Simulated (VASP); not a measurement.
# C (R-3m) in VASP: notebook

C is run at these levels: PBEsol; tasks: single point.

Program: VASP 6.6.1. These are calculated values, not measurements. Logs are shortened: lines on timing, memory, paths and dates and some standing lists are left out, and cuts for length are marked.

**1. The cell of the first run**

The structure is trigonal, space group R-3m (No. 166). The conventional cell has a = 2.432 Å, b = 2.432 Å, c = 30.123 Å, α = 90.00°, β = 90.00°, γ = 120.00°. Within 2.0 Å of C (site symmetry 3m) lie 4 C at 1.49 to 1.50 Å. C (site symmetry 3m) has 4 C at 1.49 to 1.50 Å within 2.0 Å. Within 2.0 Å of C (site symmetry 3m) lie 4 C at 1.49 to 1.50 Å. C (site symmetry 3m) has 4 C at 1.49 to 1.52 Å within 2.0 Å. C (site symmetry 3m) has 4 C at 1.49 to 1.52 Å within 2.0 Å.

**2. Single point, PBEsol**

Contents of INCAR:

```
PREC     = Accurate       # precision mode
ENCUT    = 520            # plane-wave cutoff, eV
EDIFF    = 1E-6           # SCF threshold, eV
ISMEAR   = 0              # smearing method
SIGMA    = 0.05           # smearing width, eV
LREAL    = False          # projectors in reciprocal space
LASPH    = True           # aspherical terms in the spheres
NELM     = 100            # most SCF steps
ALGO     = Normal         # electronic algorithm
ISIF     = 2              # what is computed and relaxed
LWAVE    = False          # write WAVECAR
LCHARG   = True           # write CHGCAR
GGA      = PS             # functional
LELF     = True           # ELF
LVHAR    = True         
NBANDS   = 31             # bands
```

Contents of KPOINTS:

```
Automatic mesh
0
Gamma
  12 12 12
```

Contents of POSCAR:

```
C
1.0
    1.2158000000      0.7019424573     10.0411333333
   -1.2158000000      0.7019424573     10.0411333333
    0.0000000000     -1.4038849146     10.0411333333
C
10
Direct
    0.0248220069      0.0248220069      0.0248220069
    0.9751779931      0.9751779931      0.9751779931
    0.1086877374      0.1086877374      0.1086877374
    0.8913122626      0.8913122626      0.8913122626
    0.1583652898      0.1583652898      0.1583652898
    0.8416347102      0.8416347102      0.8416347102
    0.3748635523      0.3748635523      0.3748635523
    0.6251364477      0.6251364477      0.6251364477
    0.4253181912      0.4253181912      0.4253181912
    0.5746818088      0.5746818088      0.5746818088
```

Potentials or basis: VASP PAW PBE potentials, release 64 (C).

Launch:

```bash
cat potpaw_PBE.64/C/POTCAR > POTCAR
mpirun -np 1 vasp_std > vasp.out
```

OUTCAR:

```text
PREC = Accurate
   ENCUT = 520
   EDIFF = 1E-6
   ISMEAR = 0
   LREAL = False
   LASPH = True
   NELM = 100
   ISIF = 2
   GGA = PS

 ion  position               nearest neighbor table
   1  0.025  0.025  0.025-   7 1.49   7 1.49   7 1.49   2 1.50
   2  0.975  0.975  0.975-   8 1.49   8 1.49   8 1.49   1 1.50
   3  0.109  0.109  0.109-   9 1.49   9 1.49   9 1.49   5 1.50
   4  0.891  0.891  0.891-  10 1.49  10 1.49  10 1.49   6 1.50
   5  0.158  0.158  0.158-   6 1.49   6 1.49   6 1.49   3 1.50
   6  0.842  0.842  0.842-   5 1.49   5 1.49   5 1.49   4 1.50
   7  0.375  0.375  0.375-   1 1.49   1 1.49   1 1.49   9 1.52
   8  0.625  0.625  0.625-   2 1.49   2 1.49   2 1.49  10 1.52
   9  0.425  0.425  0.425-   3 1.49   3 1.49   3 1.49   7 1.52
  10  0.575  0.575  0.575-   4 1.49   4 1.49   4 1.49   8 1.52

  LATTYP: Found a trigonal (rhomboedric) cell.
 ALAT       =    10.1387993111
 COS(alpha) =     0.9712405073

  Lattice vectors:

 A1 = (   1.2158000000,   0.7019424573,  10.0411333333)
 A2 = (  -1.2158000000,   0.7019424573,  10.0411333333)
 A3 = (   0.0000000000,  -1.4038849146,  10.0411333333)

Analysis of symmetry for initial positions (statically):
=====================================================================
 Subroutine PRICEL returns:
 Original cell was already a primitive cell.

 Routine SETGRP: Setting up the symmetry group for a
 trigonal (rhombohedral) supercell.

 Subroutine GETGRP returns: Found 12 space group operations
 (whereof 12 operations were pure point group operations)
 out of a pool of 12 trial point group operations.

The static configuration has the point symmetry D_3d.

Analysis of symmetry for dynamics (positions and initial velocities):
=====================================================================
 Subroutine PRICEL returns:
 Original cell was already a primitive cell.

 Routine SETGRP: Setting up the symmetry group for a
 trigonal (rhombohedral) supercell.

 Subroutine GETGRP returns: Found 12 space group operations
 (whereof 12 operations were pure point group operations)
 out of a pool of 12 trial point group operations.

The dynamic configuration has the point symmetry D_3d.

 Subroutine INISYM returns: Found 12 space group operations
 (whereof 12 operations are pure point group operations),
 and found     1 'primitive' translations

[... 115 lines left out ...]
   NFREE  =      0    steps in history (QN), initial steepest desc. (CG)
   ISIF   =      2    stress and relaxation
   ISYM   =      2    0-nonsym 1-usesym 2-fastsym
   POTIM  = 0.5000    time-step for ionic-motion
   TEBEG  =    0.0;   TEEND  =   0.0 temperature during run
   PSTRESS=    0.0 pullay stress
   NELECT =      40.0000    total number of electrons
   NUPDOWN=      -1.0000    fix difference up-down
   EMIN   =  10.00;   EMAX   =-10.00  energy-range for DOS
   EFERMI =   0.00;   METHOD = LEGACY
   ISMEAR =     0;   SIGMA  =   0.05  broadening in eV -4-tet -1-fermi 0-gaus
   EFERMI_NEDOS =   21; number of points for ismear=-14 and -15
   IALGO  =     38    algorithm
   IMIX   =      4    mixing-type and parameters
     AMIX     =   0.40;   BMIX     =  1.00
     AMIX_MAG =   1.60;   BMIX_MAG =  1.00
  volume/ion in A,a.u.               =       5.14        34.70
  Fermi-wavevector in a.u.,A,eV,Ry     =   1.505667  2.845298 30.844861  2.267033
  Thomas-Fermi vector in A             =   2.616486
   LORBIT       =      0    0 simple, 1 ext, 2 COOP (PROOUT), +10 PAW based schemes
   GGA     = PS    functional components
   LHFCALC =     F    Hartree Fock is set to
   AEXX    =    0.0000 exact exchange contribution
   IVDW    =     0    specifies the selected vdW correction
   LEPSILON=     F    determine dielectric tensor
   LRPA    =     F    only Hartree local field effects (RPA)
 non-spin polarized calculation
 Gauss-broadening in eV      SIGMA  =   0.05
  energy-cutoff  :      520.00
  volume of cell :       51.42
 maximum number of plane-waves:      1414
 NGX is ok and might be reduce to    80
   NGX = 37   NGY = 37   NGZ = 37

 number of electron      40.0000003 magnetization

 Free energy of the ion-electron system (eV)
  ---------------------------------------------------
  ext. energy  EPLUGINS =         0.00000000
  ---------------------------------------------------
  free energy    TOTEN  =       -95.49281761 eV

  energy without entropy =      -95.49281761  energy(sigma->0) =      -95.49281761

 E-fermi :  11.5132     XC(G=0): -13.9210

 val. band max:       11.3086778092   @ k =   0.0000   0.0000   0.0000
 cond. band min:      15.9348461657   @ k =  -0.3333  -0.3333   0.0833
 fundamental gap:      4.6261683565
 Fermi energy:        11.5131899821

 k-point     1 :       0.0000    0.0000    0.0000
  band No.  band energies     occupation
      1     -11.7177      2.00000
      2     -10.5910      2.00000
      3     -10.5157      2.00000
      4      -7.1858      2.00000
      5      -7.1640      2.00000
      6      -1.2321      2.00000
[... 805 lines left out ...]
     30      22.7029      0.00000
     31      22.9230      0.00000

 [... further k-points ...]

------------------------ aborting loop because EDIFF is reached ----------------------------------------

  FORCE on cell =-STRESS in cart. coord.  units (eV):
  Direction    XX          YY          ZZ          XY          YZ          ZX
  --------------------------------------------------------------------------------------
  -------------------------------------------------------------------------------------
  Total       15.9686281     15.9686281     14.3798417      0.0000000      0.0000000     -0.0000000
  in kB      497.6002081    497.6002082    448.0918583      0.0000000      0.0000000     -0.0000000
  external PRESSURE =     481.0974249 kB  Pullay stress =       0.0000000 kB

 VOLUME and BASIS-vectors are now :
 -----------------------------------------------------------------------------
  energy-cutoff  :      520.00
  volume of cell :       51.42
      direct lattice vectors                 reciprocal lattice vectors
     1.215800000  0.701942457 10.041133333     0.411251851  0.237436367  0.033196784
    -1.215800000  0.701942457 10.041133333    -0.411251851  0.237436367  0.033196784
     0.000000000 -1.403884915 10.041133333     0.000000000 -0.474872733  0.033196784

 POSITION                                       TOTAL-FORCE (eV/Angst)
 -----------------------------------------------------------------------------------
      0.00000      0.00000      0.74772         0.000000      0.000000     -0.062136
      0.00000      0.00000     29.37568         0.000000     -0.000000      0.062136
      0.00000      0.00000      3.27404         0.000000     -0.000000      0.065369
      0.00000      0.00000     26.84936         0.000000      0.000000     -0.065369
      0.00000      0.00000      4.77050         0.000000     -0.000000     -0.049326
      0.00000      0.00000     25.35290         0.000000      0.000000      0.049326
      0.00000      0.00000     11.29216         0.000000     -0.000000      0.116869
      0.00000      0.00000     18.83124         0.000000      0.000000     -0.116869
      0.00000      0.00000     12.81203         0.000000     -0.000000     -0.115864
      0.00000      0.00000     17.31137         0.000000      0.000000      0.115864
 -----------------------------------------------------------------------------------
    total drift:                                0.000000      0.000000     -0.000000

  FREE ENERGIE OF THE ION-ELECTRON SYSTEM (eV)
  ---------------------------------------------------
  free  energy   TOTEN  =       -95.4928176060 eV

  energy  without entropy=      -95.4928176060  energy(sigma->0) =      -95.49281761
```

OSZICAR:

```text
N       E                     dE             d eps       ncg     rms          rms(c)
DAV:   1     0.883937290411E+02    0.88394E+02   -0.21584E+04 11718   0.127E+03
DAV:   2    -0.933133748516E+02   -0.18171E+03   -0.17343E+03 14954   0.248E+02
DAV:   3    -0.998104815088E+02   -0.64971E+01   -0.64621E+01 15400   0.430E+01
DAV:   4    -0.998641025757E+02   -0.53621E-01   -0.53527E-01 15877   0.410E+00
DAV:   5    -0.998647067991E+02   -0.60422E-03   -0.60404E-03 15510   0.394E-01    0.142E+01
DAV:   6    -0.966096893112E+02    0.32550E+01   -0.21071E+00 13713   0.733E+00    0.837E+00
DAV:   7    -0.954949821512E+02    0.11147E+01   -0.25911E+00 13776   0.832E+00    0.173E+00
DAV:   8    -0.954927188569E+02    0.22633E-02   -0.67297E-02 14523   0.135E+00    0.717E-02
DAV:   9    -0.954927763241E+02   -0.57467E-04   -0.69202E-04 16257   0.169E-01    0.334E-02
DAV:  10    -0.954928075793E+02   -0.31255E-04   -0.53761E-05 14649   0.425E-02    0.160E-02
DAV:  11    -0.954928169775E+02   -0.93982E-05   -0.51023E-06 14514   0.152E-02    0.323E-03
DAV:  12    -0.954928176060E+02   -0.62845E-06   -0.59413E-07  9603   0.499E-03
   1 F= -.95492818E+02 E0= -.95492818E+02  d E =-.202302E-11
```

Run time: 59 min. Hardware: 1 thread of Intel Xeon Platinum 8259CL at 2.50GHz (Skylake/Cascade Lake), shared host; peak memory 0.96 GiB.

What came out:

```
Free energy            : -95.4928 eV
Pressure               : 48.1 GPa
Largest force          : 0.117 eV/Å
Band gap on the k mesh : 4.63 eV (least direct gap 5.56 eV)
```

Forces on the atoms (eV/Å):
```
C    0.000  0.000 -0.062
C    0.000  0.000  0.062
C    0.000  0.000  0.065
C    0.000  0.000 -0.065
C    0.000  0.000 -0.049
C    0.000  0.000  0.049
C    0.000  0.000  0.117
C    0.000  0.000 -0.117
C    0.000  0.000 -0.116
C    0.000  0.000  0.116
```

Caveat: the cell stands under pressure; the PAW data sets were made with another functional, which shifts forces and pressure a little. PBEsol gaps usually lie below the measured ones, often by a third to a half.

[end of part 1 of 3]
